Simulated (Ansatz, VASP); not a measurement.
Two plane-wave programs on Ti

File INCAR:

```
SYSTEM = Ti
PREC = Accurate
ENCUT = 500
EDIFF = 1E-6
ISMEAR = -1
SIGMA = 0.05
LREAL = .FALSE.
LASPH = .TRUE.
NELM = 120
ALGO = Normal
ISIF = 2
LWAVE = .FALSE.
LCHARG = .FALSE.
GGA = PE
NBANDS = 12
GGA_COMPAT = .FALSE.
```

File KPOINTS:

```
regular mesh
0
G
  11 11 11
  0 0 0
```

POSCAR

```
Ti
1.0
   -1.6518678664      1.6518678664      1.6518678664
    1.6518678664     -1.6518678664      1.6518678664
    1.6518678664      1.6518678664     -1.6518678664
Ti
1
Direct
    0.0000000000      0.0000000000      0.0000000000
```

The input input.yaml:

```yaml
crystal:
  lattice:
    - [-1.6518678664, 1.6518678664, 1.6518678664]
    - [1.6518678664, -1.6518678664, 1.6518678664]
    - [1.6518678664, 1.6518678664, -1.6518678664]
  atoms:
    - { symbol: Ti, position: [0.0, 0.0, 0.0] }
hamiltonian:
  xc: pbe
  pseudopotentials: { kind: paw }
kpoints:
  mp_grid: { grid: [11, 11, 11] }
scf:
  occupations: { method: fermi_dirac, width: 0.05 }
output:
  forces: true
  stress: true
  eigenvalues: true
```

Alike in both runs: task single point; functional PBE; k mesh 11 × 11 × 11; occupations fermi-dirac, width 0.05 eV; no spin polarisation.

|  | VASP | Ansatz |
| --- | --- | --- |
| version | VASP 6.6.1 | Ansatz 0.2.0 |
| potentials or method | VASP PAW PBE potentials, release 64 (Ti_sv) | Ansatz PAW |
| plane-wave cutoff (eV) | 500 | 420 |
| valence electrons in the cell | 12 | 12 |

```tsv
	VASP	Ansatz	Ansatz less VASP
gap on the k mesh at the Fermi level (eV)	none	none	-
pressure (GPa)	-4.6	-4.4	+0.24
```

A gap of «none» marks a metal or a gap that the smearing closes.
